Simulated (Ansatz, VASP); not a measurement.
**One calculation of NaCl, two programs**

```
CELL_PARAMETERS angstrom
0.00000 2.82883 2.82883
2.82883 0.00000 2.82883
2.82883 2.82883 0.00000
ATOMIC_POSITIONS crystal
Na 0.00000 0.00000 0.00000
Cl 0.50000 0.50000 0.50000
```

Alike in both runs: task single point; functional PBE; k mesh 10 × 10 × 10; occupations gaussian, width 0.05 eV; no spin polarisation.

|  | VASP | Ansatz |
| --- | --- | --- |
| version | VASP 6.6.1 | Ansatz 0.2.0 |
| potentials or method | VASP PAW PBE potentials, release 64 (Na_pv, Cl), cutoff 520 eV | scalar-relativistic, plane waves, PAW |
| valence electrons in the cell | 14 | 16 |

|  | VASP | Ansatz | Ansatz less VASP |
| --- | --- | --- | --- |
| gap on the k mesh at the Fermi level (eV) | 5.07 | 5.07 | 0.000 |
| least direct gap on the mesh (eV) | 5.07 | 5.07 | 0.000 |
| pressure (GPa) | 0.5 | 0.5 | +0.03 |

VASP's potentials hold 14 valence electrons a cell and Ansatz's 16, so a difference there can come from the potentials and not from the codes.
